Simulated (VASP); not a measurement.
# K3TaO3 (P6_3/mcm) in VASP: single point with PBE

Aim: the single point of K3TaO3 with PBE.

All numbers are computed with VASP 6.6.1; they aren't measurements. Logs are shortened: lines on timing, memory, paths and dates and some standing lists are left out, and cuts for length are marked.

### 1 The cell of the first run

It takes space group P6_3/mcm (No. 193, hexagonal). The conventional cell has a = 9.724 Å, b = 9.724 Å, c = 5.243 Å, α = 90.00°, β = 90.00°, γ = 120.00°. K (site symmetry m2m) has 4 O at 2.79 to 3.08 Å and 2 Ta at 3.47 Å within 3.7 Å. Within 2.7 Å of Ta (site symmetry -3m) lie 6 O at 2.07 Å and 2 Ta at 2.62 Å. Within 2.8 Å of O (site symmetry m2m) lie 2 Ta at 2.07 Å and 2 O at 2.77 Å and 2 K at 2.79 Å.

### 2 Single point, PBE

Input file INCAR:

```
PREC = Accurate
ENCUT = 700
EDIFF = 1E-6
ISMEAR = 0
SIGMA = 0.15
LREAL = F
LASPH = T
NELM = 120
ALGO = Normal
ISIF = 2
LWAVE = F
LCHARG = F
GGA = PE
NBANDS = 71
GGA_COMPAT = F
```

Input file KPOINTS:

```
Automatic mesh
0
Gamma
  2 2 3
```

Input file POSCAR:

```
K3TaO3
1.0
    9.7243240347      0.0000000000      0.0000000000
   -4.8621620173      8.4215116487      0.0000000000
    0.0000000000      0.0000000000      5.2432729455
K Ta O
6 2 6
Direct
    0.0000000000      0.6692408331      0.2500000000
    0.3307591669      0.0000000000      0.7500000000
    0.3307591669      0.3307591669      0.2500000000
    0.6692408331      0.6692408331      0.7500000000
    0.0000000000      0.3307591669      0.7500000000
    0.6692408331      0.0000000000      0.2500000000
    0.0000000000      0.0000000000      0.0000000000
    0.0000000000      0.0000000000      0.5000000000
    0.8356951117      0.0000000000      0.7500000000
    0.1643048883      0.1643048883      0.7500000000
    0.8356951117      0.8356951117      0.2500000000
    0.0000000000      0.1643048883      0.2500000000
    0.1643048883      0.0000000000      0.2500000000
    0.0000000000      0.8356951117      0.7500000000
```

Potentials or basis: VASP PAW PBE potentials, release 64 (K_sv, Ta_sv_GW, O).

Command:

```console
> cat potpaw_PBE.64/K_sv/POTCAR potpaw_PBE.64/Ta_sv_GW/POTCAR potpaw_PBE.64/O/POTCAR > POTCAR
> mpirun -np 1 vasp_std > vasp.out
```

OUTCAR:

```text
PREC = Accurate
   ENCUT = 700
   EDIFF = 1E-6
   ISMEAR = 0
   LREAL = F
   LASPH = T
   NELM = 120
   ISIF = 2
   GGA = PE

 ion  position               nearest neighbor table
   1  0.000  0.669  0.250-  11 2.79  13 2.79   7 3.47   8 3.47
   2  0.331  0.000  0.750-  10 2.79  14 2.79   7 3.47   8 3.47
   3  0.331  0.331  0.250-  13 2.79  12 2.79   7 3.47   8 3.47
   4  0.669  0.669  0.750-   9 2.79  14 2.79   7 3.47   8 3.47
   5  0.000  0.331  0.750-  10 2.79   9 2.79   7 3.47   8 3.47
   6  0.669  0.000  0.250-  11 2.79  12 2.79   7 3.47   8 3.47
   7  0.000  0.000  0.000-  12 2.07  14 2.07  13 2.07   9 2.07  11 2.07  10 2.07   8 2.62   8 2.62
                             1 3.47   5 3.47   2 3.47   6 3.47   3 3.47   4 3.47
   8  0.000  0.000  0.500-  12 2.07  14 2.07  13 2.07   9 2.07  11 2.07  10 2.07   7 2.62   7 2.62
                             1 3.47   5 3.47   2 3.47   6 3.47   3 3.47   4 3.47
   9  0.836  0.000  0.750-   7 2.07   8 2.07   5 2.79   4 2.79
  10  0.164  0.164  0.750-   7 2.07   8 2.07   5 2.79   2 2.79
  11  0.836  0.836  0.250-   7 2.07   8 2.07   1 2.79   6 2.79
  12  0.000  0.164  0.250-   7 2.07   8 2.07   6 2.79   3 2.79
  13  0.164  0.000  0.250-   7 2.07   8 2.07   1 2.79   3 2.79
  14  0.000  0.836  0.750-   7 2.07   8 2.07   2 2.79   4 2.79

  LATTYP: Found a hexagonal cell.
 ALAT       =     9.7243240347
 C/A-ratio  =     0.5391915085

  Lattice vectors:

 A1 = (   9.7243240347,   0.0000000000,   0.0000000000)
 A2 = (  -4.8621620173,   8.4215116487,   0.0000000000)
 A3 = (   0.0000000000,   0.0000000000,   5.2432729455)

Analysis of symmetry for initial positions (statically):
=====================================================================
 Subroutine PRICEL returns:
 Original cell was already a primitive cell.

 Routine SETGRP: Setting up the symmetry group for a
 hexagonal supercell.

 Subroutine GETGRP returns: Found 24 space group operations
 (whereof 12 operations were pure point group operations)
 out of a pool of 24 trial point group operations.

The static configuration has the point symmetry D_3d.
 The point group associated with its full space group is D_6h.

Analysis of symmetry for dynamics (positions and initial velocities):
=====================================================================
 Subroutine PRICEL returns:
 Original cell was already a primitive cell.

 Routine SETGRP: Setting up the symmetry group for a
 hexagonal supercell.

 Subroutine GETGRP returns: Found 24 space group operations
 (whereof 12 operations were pure point group operations)
 out of a pool of 24 trial point group operations.

The dynamic configuration has the point symmetry D_3d.
 The point group associated with its full space group is D_6h.

 Subroutine INISYM returns: Found 24 space group operations
 (whereof 12 operations are pure point group operations),
 and found     1 'primitive' translations

----------------------------------------------------------------------------------------

                                     Primitive cell

  volume of cell :     429.3900

  direct lattice vectors                    reciprocal lattice vectors
     9.724324035  0.000000000  0.000000000     0.102834911  0.059371764  0.000000000
    -4.862162017  8.421511649  0.000000000     0.000000000  0.118743527  0.000000000
     0.000000000  0.000000000  5.243272946     0.000000000  0.000000000  0.190720569

  length of vectors
     9.724324035  9.724324035  5.243272946     0.118743527  0.118743527  0.190720569

  position of ions in fractional coordinates (direct lattice)
     0.000000000  0.669240833  0.250000000
     0.330759167  0.000000000  0.750000000
     0.330759167  0.330759167  0.250000000
     0.669240833  0.669240833  0.750000000
     0.000000000  0.330759167  0.750000000
     0.669240833  0.000000000  0.250000000
     0.000000000  0.000000000  0.000000000
     0.000000000  0.000000000  0.500000000
     0.835695112  0.000000000  0.750000000
     0.164304888  0.164304888  0.750000000
     0.835695112  0.835695112  0.250000000
     0.000000000  0.164304888  0.250000000
     0.164304888  0.000000000  0.250000000
     0.000000000  0.835695112  0.750000000

  ion indices of the primitive-cell ions
   primitive index   ion index
                 1           1
                 2           2
                 3           3
                 4           4
                 5           5
                 6           6
                 7           7
                 8           8
                 9           9
                10          10
                11          11
                12          12
                13          13
                14          14

----------------------------------------------------------------------------------------

 KPOINTS: Automatic mesh

Automatic generation of k-mesh.
 Grid dimensions read from file:
 generate k-points for:    2    2    3

 Generating k-lattice:

  Cartesian coordinates                     Fractional coordinates (reciprocal lattice)
     0.051417456  0.029685882  0.000000000     0.500000000  0.000000000  0.000000000
     0.000000000  0.059371764  0.000000000     0.000000000  0.500000000  0.000000000
     0.000000000  0.000000000  0.063573523     0.000000000  0.000000000  0.333333333

  Length of vectors
     0.059371764  0.059371764  0.063573523

  Shift w.r.t. Gamma in fractional coordinates (k-lattice)
     0.000000000  0.000000000  0.000000000

 Subroutine IBZKPT returns following result:
 ===========================================

 Found      4 irreducible k-points:

 Following reciprocal coordinates:
            Coordinates               Weight
  0.000000  0.000000  0.000000      1.000000
  0.500000  0.000000  0.000000      3.000000
  0.000000  0.000000  0.333333      2.000000
  0.500000  0.000000  0.333333      6.000000
   k-points           NKPTS =      4   k-points in BZ     NKDIM =      4   number of bands    NBANDS=     71
   number of dos      NEDOS =    301   number of ions     NIONS =     14
   total plane-waves  NPLWV = 338688
   dimension x,y,z NGX =    84 NGY =   84 NGZ =   48
   dimension x,y,z NGXF=   168 NGYF=  168 NGZF=   96
   ions per type =               6   2   6
   NGX,Y,Z   is equivalent  to a cutoff of  14.36, 14.36, 15.22 a.u.
   NGXF,Y,Z  is equivalent  to a cutoff of  28.72, 28.72, 30.44 a.u.
 SYSTEM =  unknown system
   PREC   = accura    normal or accurate (medium, high low for compatibility)
   ISTART =      0    job   : 0-new  1-cont  2-samecut
   ICHARG =      2    charge: 1-file 2-atom 10-const
   ISPIN  =      1    spin polarized calculation?
   LNONCOLLINEAR =      F non collinear calculations
   LSORBIT =      F    spin-orbit coupling
   LASPH  =      T    aspherical Exc in radial PAW
   ENCUT  =  700.0 eV  51.45 Ry    7.17 a.u.  20.98 20.98 11.31*2*pi/ulx,y,z
   NELM   =    120;   NELMIN=  2; NELMDL= -5     # of ELM steps
   EDIFF  = 0.1E-05   stopping-criterion for ELM
   LREAL  =      F    real-space projection
   EDIFFG = 0.1E-04   stopping-criterion for IOM
   NSW    =      0    number of steps for IOM
   IBRION =     -1    ionic relax: 0-MD 1-quasi-New 2-CG
   NFREE  =      0    steps in history (QN), initial steepest desc. (CG)
   ISIF   =      2    stress and relaxation
   ISYM   =      2    0-nonsym 1-usesym 2-fastsym
   POTIM  = 0.5000    time-step for ionic-motion
   TEBEG  =    0.0;   TEEND  =   0.0 temperature during run
   PSTRESS=    0.0 pullay stress
   NELECT =     116.0000    total number of electrons
   NUPDOWN=      -1.0000    fix difference up-down
   EMIN   =  10.00;   EMAX   =-10.00  energy-range for DOS
   EFERMI =   0.00;   METHOD = LEGACY
   ISMEAR =     0;   SIGMA  =   0.15  broadening in eV -4-tet -1-fermi 0-gaus
   EFERMI_NEDOS =   21; number of points for ismear=-14 and -15
   IALGO  =     38    algorithm
   IMIX   =      4    mixing-type and parameters
     AMIX     =   0.40;   BMIX     =  1.00
     AMIX_MAG =   1.60;   BMIX_MAG =  1.00
  volume/ion in A,a.u.               =      30.67       206.98
  Fermi-wavevector in a.u.,A,eV,Ry     =   1.058303  1.999903 15.238607  1.120006
  Thomas-Fermi vector in A             =   2.193608
   LORBIT       =      0    0 simple, 1 ext, 2 COOP (PROOUT), +10 PAW based schemes
   GGA     = PE    functional components
   LHFCALC =     F    Hartree Fock is set to
   AEXX    =    0.0000 exact exchange contribution
   IVDW    =     0    specifies the selected vdW correction
   LEPSILON=     F    determine dielectric tensor
   LRPA    =     F    only Hartree local field effects (RPA)
 non-spin polarized calculation
 Gauss-broadening in eV      SIGMA  =   0.15
  energy-cutoff  :      700.00
  volume of cell :      429.39
 maximum number of plane-waves:     18072
 NGX is ok and might be reduce to    84
   NGX = 41   NGY = 41   NGZ = 23

 number of electron     116.0000009 magnetization

 Free energy of the ion-electron system (eV)
  ---------------------------------------------------
  ext. energy  EPLUGINS =         0.00000000
  ---------------------------------------------------
  free energy    TOTEN  =       -89.20814366 eV

  energy without entropy =      -89.16231992  energy(sigma->0) =      -89.18523179

 E-fermi :   1.6597     XC(G=0):  -7.0735

 val. band max:        1.5278339162   @ k =   0.5000   0.0000   0.3333
 cond. band min:       1.8234167430   @ k =   0.0000   0.0000   0.3333
 fundamental gap:      0.2955828268
 Fermi energy:         1.6596689152

 k-point     1 :       0.0000    0.0000    0.0000
  band No.  band energies     occupation
      1     -68.1575      2.00000
      2     -68.0109      2.00000
      3     -35.5174      2.00000
      4     -34.8225      2.00000
      5     -34.8225      2.00000
      6     -34.5096      2.00000
[... 62 lines left out ...]
     69       5.1100      0.00000
     70       5.2287      0.00000

 k-point     2 :       0.5000    0.0000    0.0000
  band No.  band energies     occupation
      1     -68.1575      2.00000
      2     -68.0109      2.00000
      3     -35.5174      2.00000
      4     -34.8225      2.00000
      5     -34.8225      2.00000
      6     -34.5096      2.00000
[... 62 lines left out ...]
     69       4.5824      0.00000
     70       5.1385      0.00000

 k-point     3 :       0.0000    0.0000    0.3333
  band No.  band energies     occupation
      1     -68.1212      2.00000
      2     -68.0478      2.00000
      3     -35.0918      2.00000
      4     -34.7466      2.00000
      5     -34.7466      2.00000
      6     -34.5902      2.00000
[... 62 lines left out ...]
     69       4.0809      0.00000
     70       4.5323      0.00000

 k-point     4 :       0.5000    0.0000    0.3333
  band No.  band energies     occupation
      1     -68.1212      2.00000
      2     -68.0478      2.00000
      3     -35.0918      2.00000
      4     -34.7466      2.00000
      5     -34.7466      2.00000
      6     -34.5902      2.00000
[... 62 lines left out ...]
     69       4.3792      0.00000
     70       4.4207      0.00000
 [bands above 70 left out]

------------------------ aborting loop because EDIFF is reached ----------------------------------------

  FORCE on cell =-STRESS in cart. coord.  units (eV):
  Direction    XX          YY          ZZ          XY          YZ          ZX
  --------------------------------------------------------------------------------------
  -------------------------------------------------------------------------------------
  Total        1.6001781      1.6001781     -0.7251511      0.0000000      0.0000000      0.0000000
  in kB        5.9707234      5.9707234     -2.7057469      0.0000000      0.0000000      0.0000000
  external PRESSURE =       3.0785666 kB  Pullay stress =       0.0000000 kB

 VOLUME and BASIS-vectors are now :
 -----------------------------------------------------------------------------
  energy-cutoff  :      700.00
  volume of cell :      429.39
      direct lattice vectors                 reciprocal lattice vectors
     9.724324035  0.000000000  0.000000000     0.102834911  0.059371764  0.000000000
    -4.862162017  8.421511649  0.000000000     0.000000000  0.118743527  0.000000000
     0.000000000  0.000000000  5.243272946     0.000000000  0.000000000  0.190720569

 POSITION                                       TOTAL-FORCE (eV/Angst)
 -----------------------------------------------------------------------------------
     -3.25396      5.63602      1.31082         0.020337     -0.035225      0.000000
      3.21641      0.00000      3.93245         0.040674      0.000000      0.000000
      1.60820      2.78549      1.31082         0.020337      0.035225     -0.000000
      3.25396      5.63602      3.93245        -0.020337     -0.035225      0.000000
     -1.60820      2.78549      3.93245        -0.020337      0.035225     -0.000000
      6.50791      0.00000      1.31082        -0.040674      0.000000     -0.000000
      0.00000      0.00000      0.00000         0.000000      0.000000      0.000000
      0.00000      0.00000      2.62164         0.000000      0.000000      0.000000
      8.12657      0.00000      3.93245        -0.026932      0.000000      0.000000
      0.79888      1.38370      3.93245         0.013466      0.023324      0.000000
      4.06329      7.03782      1.31082        -0.013466     -0.023324     -0.000000
     -0.79888      1.38370      1.31082        -0.013466      0.023324      0.000000
      1.59775      0.00000      1.31082         0.026932      0.000000     -0.000000
     -4.06329      7.03782      3.93245         0.013466     -0.023324     -0.000000
 -----------------------------------------------------------------------------------
    total drift:                                0.000000     -0.000000     -0.000000

  FREE ENERGIE OF THE ION-ELECTRON SYSTEM (eV)
  ---------------------------------------------------
  free  energy   TOTEN  =       -89.2081436646 eV

  energy  without entropy=      -89.1623199162  energy(sigma->0) =      -89.18523179
```

Wall time 10 min (1 thread of Intel Xeon Platinum 8259CL at 2.50GHz (Skylake/Cascade Lake), shared host); peak memory 0.78 GiB.

What came out:

* Free energy: -89.2081 eV
* Pressure: 0.3 GPa
* Largest force: 0.041 eV/Å
* Band gap on the k mesh: zero (bands 58 and 59 overlap by 0.61 eV)

Forces on the atoms (eV/Å):
```
K    0.020 -0.035  0.000
K    0.041  0.000  0.000
K    0.020  0.035  0.000
K   -0.020 -0.035  0.000
K   -0.020  0.035  0.000
K   -0.041  0.000  0.000
Ta   0.000  0.000  0.000
Ta   0.000  0.000  0.000
O   -0.027  0.000  0.000
O    0.013  0.023  0.000
O   -0.013 -0.023  0.000
O   -0.013  0.023  0.000
O    0.027  0.000  0.000
O    0.013 -0.023  0.000
```

Stress tensor (GPa, compression positive):
```
 0.60  0.00  0.00
 0.00  0.60  0.00
 0.00  0.00 -0.27
```

Caveat: the k points lie up to 0.40 Å⁻¹ apart, too coarse for converged energies and pressures of a metal; spin-orbit coupling is left out, which moves the levels of the heavy elements.

The gap in the log of VASP goes by the Fermi energy; the results here count the filled bands.